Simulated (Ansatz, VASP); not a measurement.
CoSi2 in VASP and in Ansatz

```xyz
3
Lattice="3.8493 0.0000 0.0060 -1.9246 3.3336 -0.0060 -1.9200 1.1085 3.0173" Properties=species:S:1:pos:R:3 pbc="T T T"
Co    0.0000    0.0000    0.0000
Si    1.9223    1.1125    0.7253
Si   -1.9177    3.3296    2.2920
```

Change from the starting cell: band edges of the strained film's bulk.

Alike in both runs: task single point; functional r2SCAN; k mesh 9 × 9 × 12; occupations gaussian, width 0.1 eV; no spin polarisation.

|  | VASP | Ansatz |
| --- | --- | --- |
| version | VASP 6.6.1 | Ansatz 0.2.0 |
| potentials or method | VASP PAW PBE potentials, release 64 (Co, Si), cutoff 520 eV | scalar-relativistic, plane waves, PAW |
| valence electrons in the cell | 17 | 25 |

Ansatz gave:

* gap on the k mesh at the Fermi level (eV): none
* pressure (GPa): -5.8
* traceless stress, the component that is largest in VASP (GPa): 5.78

Question: Which values does VASP return?

Answer: gap on the k mesh at the Fermi level (eV): none; pressure (GPa): -5.9; traceless stress, the component that is largest in VASP (GPa): 5.77.

VASP's potentials were made for PBE, not for r2SCAN. A gap of «none» marks a metal or a gap that the smearing closes. VASP's potentials hold 17 valence electrons a cell and Ansatz's 25, so a difference there can come from the potentials and not from the codes.
